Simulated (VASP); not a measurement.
AlN:

```
Al N
1.0
     3.12989    0.00000   -0.46948
    -1.56494    2.71056    0.23474
    -0.75254    0.00000    4.91662
Al N
2 2
Cartesian
  -0.0013 1.8070 0.0085
  1.1874 0.9035 2.2321
  -0.2884 1.8070 1.8844
  0.9002 0.9035 4.1080
```

This cell differs from its parent crystal: engineering shear strain xz -0.3000, normal strain along z -0.0200.

```yaml
Program: VASP 6.6.1
Task: relaxation of the atoms
Functional: PBE
Potentials_or_basis: VASP PAW PBE potentials, release 64 (Al, N)
Cutoff: 520 eV
k_mesh: 9 × 9 × 6
Occupations: gaussian, width 0.05 eV
Spin: no spin polarisation
```

At the start: pressure 11.1 GPa; volume 10.19 Å³/atom.

**Question.** Where does the relaxation end?

**Answer.** Over 11 steps the energy falls by 61.0 meV/atom at a fixed cell; space group Cc (No. 9, to 0.1 Å) before and after.

The path:
| step | energy change (eV) | largest force (eV/Å) | pressure (GPa) |
| --- | --- | --- | --- |
| 1 | 0.0000 | 2.2919 | 11.09 |
| 2 | -0.0887 | 1.7405 | 7.06 |
| 3 | -0.2298 | 0.3880 | 7.18 |
| 4 | -0.2393 | 0.1548 | 6.42 |
| 5 | -0.2394 | 0.1688 | 6.38 |
| 6 | -0.2414 | 0.0819 | 6.16 |
| 7 | -0.2417 | 0.1207 | 6.04 |
| 8 | -0.2433 | 0.0583 | 6.08 |
| 9 | -0.2439 | 0.0309 | 6.12 |
| 10 | -0.2440 | 0.0200 | 6.21 |
| 11 | -0.2440 | 0.0066 | 6.18 |

Final structure:
```
Al N
1.0
     3.12989    0.00000   -0.46948
    -1.56494    2.71056    0.23474
    -0.75254    0.00000    4.91662
Al N
2 2
Direct
  0.35078 0.66561 0.00608
  0.68517 0.33439 0.50608
  0.32633 0.68862 0.37892
  0.63771 0.31138 0.87892
```

Caveat: the cell differs from its parent crystal (engineering shear strain xz -0.3000, normal strain along z -0.0200).
